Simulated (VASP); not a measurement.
Set up this calculation in VASP 6.6.1, as the native input.

```yaml
Task: single point
Functional: HSE06
Potentials_or_basis: VASP PAW PBE potentials, release 64 (Ag, Cl)
Cutoff: 520 eV
k_mesh: 6 × 6 × 6
Occupations: gaussian, width 0.01 eV
Spin: no spin polarisation
Dipole_correction: no
Grid_for_exact_exchange_PRECFOCK: Normal
Further_INCAR_settings: ALGO = Normal; EDIFF = 1e-06; NBANDS = 16
Share_of_exact_exchange: 0.25
Screening_parameter: 0.2079 1/Å
```

AgCl:

```
Ag Cl
1.0
    -0.19672    2.68795    2.68795
     2.68795   -0.19672    2.68795
     2.68795    2.68795   -0.19672
Ag Cl
1 1
Direct
  0.00000 0.00000 0.00000
  0.50000 0.50000 0.50000
```

This cell differs from its parent crystal: epitaxial 111 strain +4.0%.

The input as run:

POSCAR

```
AgCl
1.0
   -0.1967180865      2.6879477154      2.6879477154
    2.6879477154     -0.1967180865      2.6879477154
    2.6879477154      2.6879477154     -0.1967180865
Ag Cl
1 1
Direct
    0.0000000000      0.0000000000      0.0000000000
    0.5000000000      0.5000000000      0.5000000000
```

INCAR.step1

```
ALGO = Normal
EDIFF = 1E-5
ENCUT = 520
GGA = PE
ISIF = 2
ISMEAR = 0
KPAR = 4
LASPH = T
LCHARG = F
LREAL = F
LWAVE = T
NBANDS = 16
NELM = 80
PREC = Accurate
SIGMA = 0.01
```

INCAR.step2

```
ALGO = Normal
EDIFF = 1E-6
ENCUT = 520
GGA = PE
HFSCREEN = 0.2079
ISIF = 2
ISMEAR = 0
ISTART = 1
KPAR = 4
LASPH = T
LCHARG = F
LHFCALC = T
LREAL = F
LWAVE = F
NBANDS = 16
NELM = 80
PREC = Accurate
PRECFOCK = Normal
SIGMA = 0.01
```

KPOINTS

```
k-points
0
Gamma
  6 6 6
```

Potentials or basis: VASP PAW PBE potentials, release 64 (Ag, Cl).

The run is started by

```console
$ cat potpaw_PBE.64/Ag/POTCAR potpaw_PBE.64/Cl/POTCAR > POTCAR
$ cp INCAR.step1 INCAR
$ mpirun -np 4 vasp_std > vasp.out
$ cp INCAR.step2 INCAR
$ mpirun -np 4 vasp_std > vasp.out
```

Results of the run:

```
Pressure               : 0.5 GPa
Band gap on the k mesh : 2.30 eV (least direct gap 4.23 eV)
```

Caveat: the cell differs from its parent crystal (epitaxial 111 strain +4.0%); the PAW data sets were made with another functional, which shifts forces and pressure a little.

Run time: 20 min on 4 MPI ranks on Intel(R) Xeon(R) Platinum 8259CL CPU @ 2.50GHz (Skylake/Cascade Lake), on a shared host, peak memory 0.28 GiB a rank.
